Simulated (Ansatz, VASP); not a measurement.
Lu in VASP and in Ansatz

INCAR

```
SYSTEM = Lu
PREC = Accurate ; ENCUT = 520
EDIFF = 1E-7 ; ISMEAR = -1
SIGMA = 0.1 ; LREAL = .FALSE.
LASPH = .TRUE. ; NELM = 100
ALGO = Normal ; ISIF = 2
LWAVE = .FALSE. ; LCHARG = .FALSE.
GGA = RE ; NBANDS = 18
```

The input KPOINTS:

```
regular mesh
0
G
  13 13 13
  0 0 0
```

The input POSCAR:

```
Lu
1.0
   -1.9469832223      1.9469832223      1.9469832223
    1.9469832223     -1.9469832223      1.9469832223
    1.9469832223      1.9469832223     -1.9469832223
Lu
1
Direct
    0.0000000000      0.0000000000      0.0000000000
```

Input for Ansatz:

```yaml
crystal:
  lattice:
    - [-1.9469832223, 1.9469832223, 1.9469832223]
    - [1.9469832223, -1.9469832223, 1.9469832223]
    - [1.9469832223, 1.9469832223, -1.9469832223]
  atoms:
    - { symbol: Lu, position: [0.0, 0.0, 0.0] }
hamiltonian:
  xc: revpbe
  pseudopotentials:
    kind: paw
    azcp:
      Lu: "pseudopotentials/Lu.paw.azcp"
basis:
  ecutwfc: 420
  fft_grid_basis: typed
kpoints:
  mp_grid: { grid: [13, 13, 13], shift: [0, 0, 0] }
magnetization:
  spin_polarized: false
scf:
  occupations: { method: fermi_dirac, width: 0.1 }
  lower_state_search: "off"
output:
  stress: true
  write_density: true
  write_potential: true
  elf: true
  volumetric_format: npy
```

Alike in both runs: task single point; functional revPBE; k mesh 13 × 13 × 13; occupations fermi-dirac, width 0.1 eV; no spin polarisation.

```csv
,VASP,Ansatz
version,VASP 6.6.1,Ansatz 0.2.0
potentials or method,"VASP PAW PBE potentials, release 64 (Lu), cutoff 520 eV","plane waves (420 eV) with PAW, scalar-relativistic"
valence electrons in the cell,25,25
```

```tsv
	VASP	Ansatz	Ansatz less VASP
pressure (GPa)	1.9	1.8	-0.09
```

VASP's potentials were made for PBE, not for revPBE. With one functional, cell and mesh, what is left measures potentials, basis and numerics.

Spin-orbit coupling is off throughout.
